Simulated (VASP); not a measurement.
Write the native input for VASP 6.6.1 that does the following.

```yaml
Task: single point
Functional: LDA
Potentials_or_basis: VASP PAW LDA potentials, release 64 (Mo_sv, Pd)
Cutoff: 500 eV
k_mesh: 21 × 21 × 21
Occupations: gaussian, width 0.15 eV
Spin: no spin polarisation
Dipole_correction: no
Further_INCAR_settings: ALGO = Normal; EDIFF = 1e-06; NBANDS = 19
```

The structure of MoPd lies in POSCAR:

```
MoPd
1.0
    1.4084829860      0.8131880311      4.6447711807
   -1.4084829860      0.8131880311      4.6447711807
    0.0000000000     -1.6263760623      4.6447711807
Mo Pd
1 1
Direct
    0.0000000000      0.0000000000      0.0000000000
    0.5000000000      0.5000000000      0.5000000000
```

This cell differs from its parent crystal: strain +0.0150 x Voigt [1, 1, 0, 0, 0, 0].

One way to write it, as run:

INCAR

```
ALGO = Normal ; EDIFF = 1E-6
ENCUT = 500 ; GGA_COMPAT = False
ISIF = 2 ; ISMEAR = 0
LASPH = True ; LCHARG = True
LELF = True ; LREAL = False
LVHAR = True ; LWAVE = False
NBANDS = 19 ; NELM = 120
PREC = Accurate ; SIGMA = 0.15
```

KPOINTS

```
k-points
0
Gamma
  21 21 21
```

Potentials or basis: VASP PAW LDA potentials, release 64 (Mo_sv, Pd).

Launch:

```console
$ cat potpaw_LDA.64/Mo_sv/POTCAR potpaw_LDA.64/Pd/POTCAR > POTCAR
$ mpirun -np 1 vasp_std > vasp.out
```

It gave:

```
Pressure               : -19.8 GPa
Band gap on the k mesh : zero (bands 12 and 13 overlap by 2.29 eV)
```

Caveat: the cell differs from its parent crystal (strain +0.0150 x Voigt [1, 1, 0, 0, 0, 0]); the cell stands under tension.

Wall time 16 min on 1 thread of Oxide Virtual Turin-like Processor, on a shared host, peak memory 0.57 GiB.
